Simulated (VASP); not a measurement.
Write the native input for VASP 6.6.1 that does the following.

```
Task                   : single point
Functional             : PBEsol
Potentials or basis    : VASP PAW PBE potentials, release 64 (Zr_sv, O)
Cutoff                 : 520 eV
k mesh                 : 10 × 10 × 10
Occupations            : gaussian, width 0.15 eV
Spin                   : no spin polarisation
Dipole correction      : no
Further INCAR settings : ALGO = Normal; EDIFF = 1e-07; NBANDS = 39
```

The structure of Zr2O lies in POSCAR:

```
Zr2O
1.0
    4.6562795393      0.0000000000      0.0000000000
    0.0000000000      4.6562795393      0.0000000000
    0.0000000000      0.0000000000      4.9442968303
Zr O
4 2
Direct
    0.2500000000      0.2500000000      0.7500000000
    0.7500000000      0.2500000000      0.2500000000
    0.2500000000      0.7500000000      0.2500000000
    0.7500000000      0.7500000000      0.7500000000
    0.0000000000      0.0000000000      0.0000000000
    0.5000000000      0.5000000000      0.5000000000
```

This cell differs from its parent crystal: strain -0.030 along x and y, +0.030 along z.

The input as run:

INCAR

```
SYSTEM = Zr2O
ALGO = Normal
EDIFF = 1E-7
ENCUT = 520
GGA = PS
ISIF = 2
ISMEAR = 0
LASPH = .True.
LCHARG = .False.
LREAL = .False.
LWAVE = .False.
NBANDS = 39
NELM = 60
PREC = Accurate
SIGMA = 0.15
```

KPOINTS

```
k-points
0
Gamma
  10 10 10
  0 0 0
```

Potentials or basis: VASP PAW PBE potentials, release 64 (Zr_sv, O).

Run with:

```sh
$ cat potpaw_PBE.64/Zr_sv/POTCAR potpaw_PBE.64/O/POTCAR > POTCAR
$ mpirun -np 1 vasp_std > vasp.out
```

Results of the run:

| Item | Value |
| --- | --- |
| Pressure | 4.8 GPa |
| Band gap on the k mesh | zero (band 30 reaches 9.12 eV, above the bottom of band 31 at 8.36 eV) |

Caveat: the cell differs from its parent crystal (strain -0.030 along x and y, +0.030 along z); the PAW data sets were made with another functional, which shifts forces and pressure a little.

Run time: 6.6 min on 1 thread of Intel(R) Xeon(R) Platinum 8259CL CPU @ 2.50GHz (Skylake/Cascade Lake), on a shared host, peak memory 0.49 GiB.
